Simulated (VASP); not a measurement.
# RuC4 (P6/mmm) in VASP: notebook

Runs on RuC4. Level: PBE. Tasks: single point, relaxation of cell and atoms.

All numbers are computed with VASP 6.6.1; they aren't measurements. Logs are shortened: lines on timing, memory, paths and dates and some standing lists are left out, and cuts for length are marked.

## 1. The cell of the first run

Symmetry: P6/mmm, No. 191, hexagonal system. Conventional cell: a = 3.837 Å, b = 3.837 Å, c = 3.817 Å, α = 90.00°, β = 90.00°, γ = 120.00°. Ru (site symmetry 6/mmm) has 2 C at 1.91 Å within 2.5 Å. Within 2.5 Å of C (site symmetry mmm) lie 6 C at 1.92 Å. C (site symmetry 6/mmm) has 2 Ru at 1.91 Å and 6 C at 1.92 Å within 2.5 Å.

## 2. Single point, PBE

INCAR reads:

```
ALGO     = Normal         # electronic algorithm
EDIFF    = 1E-6           # SCF threshold, eV
ENCUT    = 520            # plane-wave cutoff, eV
GGA      = PE             # functional
ISIF     = 2              # what is computed and relaxed
ISMEAR   = 0              # smearing method
LASPH    = True           # aspherical terms in the spheres
LCHARG   = False          # write CHGCAR
LREAL    = False          # projectors in reciprocal space
LWAVE    = False          # write WAVECAR
NBANDS   = 23             # bands
NELM     = 100            # most SCF steps
PREC     = Accurate       # precision mode
SIGMA    = 0.1            # smearing width, eV
```

KPOINTS reads:

```
k-points
0
Gamma
  6 6 4
```

POSCAR reads:

```
RuC4
1.0
    3.8367578600      0.0000000000      0.0000000000
   -1.9183789300      3.3227297800      0.0000000000
    0.0000000000      0.0000000000      3.8173781500
Ru C
1 4
Direct
    0.0000000000      0.0000000000      0.5000000000
    0.5000000000      0.0000000000      0.0000000000
    0.0000000000      0.5000000000      0.0000000000
    0.5000000000      0.5000000000      0.0000000000
    0.0000000000      0.0000000000      0.0000000000
```

Potentials or basis: VASP PAW PBE potentials, release 64 (Ru_pv, C).

On the command line:

```
cat potpaw_PBE.64/Ru_pv/POTCAR potpaw_PBE.64/C/POTCAR > POTCAR
mpirun -np 1 vasp_std > vasp.out
```

OUTCAR:

```text
EDIFF = 1E-6
   ENCUT = 520
   GGA = PE
   ISIF = 2
   ISMEAR = 0
   LASPH = True
   LREAL = False
   NELM = 100
   PREC = Accurate

 ion  position               nearest neighbor table
   1  0.000  0.000  0.500-   5 1.91   5 1.91   2 2.71   2 2.71   2 2.71   2 2.71   4 2.71   3 2.71
                             3 2.71   3 2.71   4 2.71   3 2.71   4 2.71   4 2.71
   2  0.500  0.000  0.000-   5 1.92   5 1.92   3 1.92   4 1.92   4 1.92   3 1.92   1 2.71   1 2.71
                             1 2.71   1 2.71
   3  0.000  0.500  0.000-   4 1.92   4 1.92   5 1.92   5 1.92   2 1.92   2 1.92   1 2.71   1 2.71
                             1 2.71   1 2.71
   4  0.500  0.500  0.000-   3 1.92   3 1.92   5 1.92   2 1.92   2 1.92   5 1.92   1 2.71   1 2.71
                             1 2.71   1 2.71
   5  0.000  0.000  0.000-   1 1.91   1 1.91   2 1.92   2 1.92   3 1.92   3 1.92   4 1.92   4 1.92

  LATTYP: Found a hexagonal cell.
 ALAT       =     3.8367578600
 C/A-ratio  =     0.9949489359

  Lattice vectors:

 A1 = (   3.8367578600,   0.0000000000,   0.0000000000)
 A2 = (  -1.9183789300,   3.3227297800,   0.0000000000)
 A3 = (   0.0000000000,   0.0000000000,   3.8173781500)

Analysis of symmetry for initial positions (statically):
=====================================================================
 Subroutine PRICEL returns:
 Original cell was already a primitive cell.

 Routine SETGRP: Setting up the symmetry group for a
 hexagonal supercell.

 Subroutine GETGRP returns: Found 24 space group operations
 (whereof 24 operations were pure point group operations)
 out of a pool of 24 trial point group operations.

The static configuration has the point symmetry D_6h.

Analysis of symmetry for dynamics (positions and initial velocities):
=====================================================================
 Subroutine PRICEL returns:
 Original cell was already a primitive cell.

 Routine SETGRP: Setting up the symmetry group for a
 hexagonal supercell.

 Subroutine GETGRP returns: Found 24 space group operations
 (whereof 24 operations were pure point group operations)
 out of a pool of 24 trial point group operations.

The dynamic configuration has the point symmetry D_6h.

 Subroutine INISYM returns: Found 24 space group operations
 (whereof 24 operations are pure point group operations),
 and found     1 'primitive' translations

----------------------------------------------------------------------------------------
[... 96 lines left out ...]
   LREAL  =      F    real-space projection
   EDIFFG = 0.1E-04   stopping-criterion for IOM
   NSW    =      0    number of steps for IOM
   IBRION =     -1    ionic relax: 0-MD 1-quasi-New 2-CG
   NFREE  =      0    steps in history (QN), initial steepest desc. (CG)
   ISIF   =      2    stress and relaxation
   ISYM   =      2    0-nonsym 1-usesym 2-fastsym
   POTIM  = 0.5000    time-step for ionic-motion
   TEBEG  =    0.0;   TEEND  =   0.0 temperature during run
   PSTRESS=    0.0 pullay stress
   NELECT =      30.0000    total number of electrons
   NUPDOWN=      -1.0000    fix difference up-down
   EMIN   =  10.00;   EMAX   =-10.00  energy-range for DOS
   EFERMI =   0.00;   METHOD = LEGACY
   ISMEAR =     0;   SIGMA  =   0.10  broadening in eV -4-tet -1-fermi 0-gaus
   EFERMI_NEDOS =   21; number of points for ismear=-14 and -15
   IALGO  =     38    algorithm
   IMIX   =      4    mixing-type and parameters
     AMIX     =   0.40;   BMIX     =  1.00
     AMIX_MAG =   1.60;   BMIX_MAG =  1.00
  volume/ion in A,a.u.               =       9.73        65.68
  Fermi-wavevector in a.u.,A,eV,Ry     =   1.393286  2.632929 26.412267  1.941247
  Thomas-Fermi vector in A             =   2.516947
   LORBIT       =      0    0 simple, 1 ext, 2 COOP (PROOUT), +10 PAW based schemes
   GGA     = PE    functional components
   LHFCALC =     F    Hartree Fock is set to
   AEXX    =    0.0000 exact exchange contribution
   IVDW    =     0    specifies the selected vdW correction
   LEPSILON=     F    determine dielectric tensor
   LRPA    =     F    only Hartree local field effects (RPA)
 non-spin polarized calculation
 Gauss-broadening in eV      SIGMA  =   0.10
  energy-cutoff  :      520.00
  volume of cell :       48.67
 maximum number of plane-waves:      1329
 NGX is ok and might be reduce to    30
   NGX = 15   NGY = 15   NGZ = 15

 number of electron      30.0000000 magnetization

 Free energy of the ion-electron system (eV)
  ---------------------------------------------------
  ext. energy  EPLUGINS =         0.00000000
  ---------------------------------------------------
  free energy    TOTEN  =       -28.78674306 eV

  energy without entropy =      -28.75733929  energy(sigma->0) =      -28.77204117

 E-fermi :   7.6165     XC(G=0): -12.0101

 val. band max:        7.6082849275   @ k =   0.5000   0.0000   0.5000
 cond. band min:       7.6175037758   @ k =   0.5000   0.0000   0.2500
 fundamental gap:      0.0092188484
 Fermi energy:         7.6164650584

 k-point     1 :       0.0000    0.0000    0.0000
  band No.  band energies     occupation
      1     -35.6748      2.00000
      2     -34.7823      2.00000
      3     -34.7823      2.00000
      4     -10.8839      2.00000
      5      -1.2408      2.00000
      6      -1.2408      2.00000
[... 535 lines left out ...]
     22      13.3638      0.00000
     23      13.3638      0.00000

------------------------ aborting loop because EDIFF is reached ----------------------------------------

  FORCE on cell =-STRESS in cart. coord.  units (eV):
  Direction    XX          YY          ZZ          XY          YZ          ZX
  --------------------------------------------------------------------------------------
  -------------------------------------------------------------------------------------
  Total        1.4004057      1.4004057      3.6571810     -0.0000000      0.0000000      0.0000000
  in kB       46.1041308     46.1041310    120.4016497     -0.0000000      0.0000000      0.0000000
  external PRESSURE =      70.8699705 kB  Pullay stress =       0.0000000 kB

 VOLUME and BASIS-vectors are now :
 -----------------------------------------------------------------------------
  energy-cutoff  :      520.00
  volume of cell :       48.67
      direct lattice vectors                 reciprocal lattice vectors
     3.836757860  0.000000000  0.000000000     0.260636724  0.150478683  0.000000000
    -1.918378930  3.322729780  0.000000000     0.000000000  0.300957365  0.000000000
     0.000000000  0.000000000  3.817378150     0.000000000  0.000000000  0.261959900

 POSITION                                       TOTAL-FORCE (eV/Angst)
 -----------------------------------------------------------------------------------
      0.00000      0.00000      1.90869         0.000000      0.000000      0.000000
      1.91838      0.00000      0.00000         0.000000      0.000000      0.000000
     -0.95919      1.66136      0.00000        -0.000000      0.000000      0.000000
      0.95919      1.66136      0.00000        -0.000000      0.000000      0.000000
      0.00000      0.00000      0.00000        -0.000000      0.000000      0.000000
 -----------------------------------------------------------------------------------
    total drift:                               -0.000000      0.000000      0.000000

  FREE ENERGIE OF THE ION-ELECTRON SYSTEM (eV)
  ---------------------------------------------------
  free  energy   TOTEN  =       -28.7867430570 eV

  energy  without entropy=      -28.7573392857  energy(sigma->0) =      -28.77204117
```

It took 27 s on 1 thread of Intel Xeon Platinum 8259CL at 2.50GHz (Skylake/Cascade Lake), shared host; peak memory 0.17 GiB.

What came out:

```
Free energy            : -28.7867 eV
Pressure               : 7.1 GPa
Band gap on the k mesh : zero (band 15 reaches 8.10 eV, above the bottom of band 16 at 6.63 eV)
```

Stress tensor (GPa, compression positive):
```
 4.61  0.00  0.00
 0.00  4.61  0.00
 0.00  0.00 12.04
```

Levels at points of the mesh, in eV from the Fermi level:
| k point | band 11 | band 12 | band 13 | band 14 | band 15 | band 16 | band 17 | band 18 | band 19 | band 20 |
| --- | --- | --- | --- | --- | --- | --- | --- | --- | --- | --- |
| (0.00, 0.00, 0.00) | -6.11 | -1.98 | -1.98 | -0.72 | -0.43 | -0.43 | 0.97 | 1.52 | 1.52 | 4.50 |
| (0.50, 0.00, 0.00) | -2.70 | -1.54 | -1.24 | -0.32 | -0.16 | 0.80 | 1.16 | 1.21 | 2.31 | 2.68 |
| (0.00, 0.00, 0.50) | -6.12 | -5.43 | -2.28 | -2.28 | 0.12 | 0.12 | 2.93 | 2.93 | 4.42 | 6.74 |
| (0.50, 0.00, 0.50) | -2.37 | -1.25 | -0.59 | -0.24 | -0.03 | -0.01 | 0.18 | 1.10 | 1.79 | 4.08 |

Caveat: the k points lie up to 0.41 Å⁻¹ apart.

## 3. Single point, PBE

This run uses another cell than the first one, of 10.22 Å³/atom, 1.050 times its volume.

INCAR reads:

```
SYSTEM = RuC4
  PREC = Accurate
  ENCUT = 520
  EDIFF = 1E-6
  ISMEAR = 0
  SIGMA = 0.1
  LREAL = .False.
  LASPH = .True.
  NELM = 60
  ALGO = Normal
  ISIF = 2
  LWAVE = .False.
  LCHARG = .True.
  GGA = PE
  LELF = .True.
  LVHAR = .True.
  NBANDS = 23
```

KPOINTS reads:

```
regular mesh
0
Gamma
  6 6 4
  0 0 0
```

Edit POSCAR of step 2 so:

```diff
@@ -2,5 +2,5 @@
 1.0
-    3.8367578600      0.0000000000      0.0000000000
-   -1.9183789300      3.3227297800      0.0000000000
-    0.0000000000      0.0000000000      3.8173781500
+    3.8995605740      0.0000000000      0.0000000000
+   -1.9497802870      3.3771185207      0.0000000000
+    0.0000000000      0.0000000000      3.8787734302
 Ru C
```

Potentials or basis: VASP PAW PBE potentials, release 64 (Ru_pv, C).

On the command line:

```
cat potpaw_PBE.64/Ru_pv/POTCAR potpaw_PBE.64/C/POTCAR > POTCAR
mpirun -np 1 vasp_std > vasp.out
```

Run time: 27 s. Hardware: 1 thread of Intel Xeon Platinum 8259CL at 2.50GHz (Skylake/Cascade Lake), shared host; peak memory 0.17 GiB.

The run converged. Its results:

```yaml
Free_energy: -28.8392 eV
Pressure: -0.1 GPa
Band_gap_on_the_k_mesh: zero (band 15 reaches 7.30 eV, above the bottom of band 16 at 6.07 eV)
```

Stress tensor (GPa, compression positive):
```
-0.18  0.00  0.00
 0.00 -0.18  0.00
 0.00  0.00  0.04
```

Levels at points of the mesh, in eV from the Fermi level:
| k point | band 11 | band 12 | band 13 | band 14 | band 15 | band 16 | band 17 | band 18 | band 19 | band 20 |
| --- | --- | --- | --- | --- | --- | --- | --- | --- | --- | --- |
| (0.00, 0.00, 0.00) | -5.75 | -1.78 | -1.78 | -0.64 | -0.39 | -0.39 | 1.00 | 1.59 | 1.59 | 4.33 |
| (0.50, 0.00, 0.00) | -2.45 | -1.35 | -1.09 | -0.44 | 0.01 | 0.87 | 1.15 | 1.24 | 2.07 | 2.62 |
| (0.00, 0.00, 0.50) | -6.10 | -5.04 | -2.04 | -2.04 | 0.15 | 0.15 | 2.85 | 2.85 | 4.26 | 6.51 |
| (0.50, 0.00, 0.50) | -2.17 | -1.34 | -0.49 | -0.37 | 0.05 | 0.13 | 0.32 | 1.05 | 1.78 | 3.93 |

Caveat: the k points lie up to 0.40 Å⁻¹ apart.

## 4. Relaxation of cell and atoms, PBE

INCAR reads:

```
PREC = Accurate
ENCUT = 600
EDIFF = 1E-7
ISMEAR = 0
SIGMA = 0.1
LREAL = F
LASPH = T
NELM = 60
ALGO = Normal
ISIF = 3
LWAVE = F
LCHARG = F
GGA = PE
IBRION = 2
NSW = 90
EDIFFG = -0.04
```

KPOINTS reads:

```
regular mesh
0
Gamma
  6 6 4
```

Edit POSCAR of step 3 so:

```diff
@@ -2,5 +2,5 @@
 1.0
-    3.8995605740      0.0000000000      0.0000000000
-   -1.9497802870      3.3771185207      0.0000000000
-    0.0000000000      0.0000000000      3.8787734302
+    3.8367578600      0.0000000000      0.0000000000
+   -1.9183789300      3.3227297800      0.0000000000
+    0.0000000000      0.0000000000      3.8173781500
 Ru C
```

On the command line:

```
cat potpaw_PBE.64/Ru_pv/POTCAR potpaw_PBE.64/C/POTCAR > POTCAR
mpirun -np 1 vasp_std > vasp.out
```

Wall time 92 s (1 thread of Intel Xeon Platinum 8259CL at 2.50GHz (Skylake/Cascade Lake), shared host); peak memory 0.19 GiB.

The run converged. Its results:

```
Free energy                            : -28.8374 eV
Relaxed volume                         : 10.12 Å³/atom
Relaxed cell                           : a = 3.875 Å, b = 3.875 Å, c = 3.890 Å, α = 90.00°, β = 90.00°, γ = 120.00°
Space group after relaxing (to 0.05 Å) : P6/mmm (No. 191)
Energy gained by relaxing              : 9.6 meV/atom
Ionic steps                            : 5
Pressure after relaxing                : 0.3 GPa
Band gap on the k mesh                 : zero (band 15 reaches 7.50 eV, above the bottom of band 16 at 6.20 eV)
```

Stress tensor (GPa, compression positive):
```
 0.62  0.00  0.00
 0.00  0.62  0.00
 0.00  0.00 -0.27
```

Step by step:
```csv
step,energy change (eV),largest force (eV/Å),pressure (GPa),volume (Å³)
1,0.0000,0.0000,6.93,48.67
2,-0.0278,0.0000,-3.43,51.68
3,-0.0466,0.0000,0.31,50.46
4,-0.0466,0.0000,0.42,50.43
5,-0.0478,0.0000,0.32,50.58
```

Final structure:
```
Ru C
1.0
     3.87473    0.00000    0.00000
    -1.93736    3.35561    0.00000
     0.00000    0.00000    3.89045
Ru C
1 4
Direct
  0.00000 0.00000 0.50000
  0.50000 0.00000 0.00000
  0.00000 0.50000 0.00000
  0.50000 0.50000 0.00000
  0.00000 0.00000 0.00000
```

Levels at points of the mesh, in eV from the Fermi level:
```csv
k point,band 12,band 13,band 14,band 15,band 16,band 17,band 18,band 19
"(0.00, 0.00, 0.00)",-1.79,-1.79,-0.73,-0.42,-0.42,0.97,1.55,1.55
"(0.50, 0.00, 0.00)",-1.36,-1.14,-0.38,-0.04,0.82,1.14,1.19,2.11
"(0.00, 0.00, 0.50)",-5.06,-2.07,-2.07,0.11,0.11,2.84,2.84,4.17
"(0.50, 0.00, 0.50)",-1.26,-0.50,-0.32,0.05,0.08,0.29,1.00,1.72
```

Caveat: the k points lie up to 0.40 Å⁻¹ apart in the final cell.

## 5. The runs side by side

```tsv
task	cell	cutoff (eV)	gap on the mesh (eV)	pressure (GPa)
single point	a = 3.837, b = 3.837, c = 3.817 Å, angles 90.0, 90.0, 120.0°, 5 atoms	520	none	7.1
single point	a = 3.900, b = 3.900, c = 3.879 Å, angles 90.0, 90.0, 120.0°, 5 atoms	520	none	-0.1
relaxation of cell and atoms	relaxed from a = 3.837, b = 3.837, c = 3.817 Å, angles 90.0, 90.0, 120.0°, 5 atoms	600	none	0.3
```

Alike in all rows: level PBE; potentials or basis VASP PAW PBE potentials, release 64 (Ru_pv, C); no spin polarisation; k mesh 6 × 6 × 4; smearing gaussian 0.1 eV.

Caveats: all runs use coarse meshes.

Absolute energies hang on the potentials; compare differences alone.
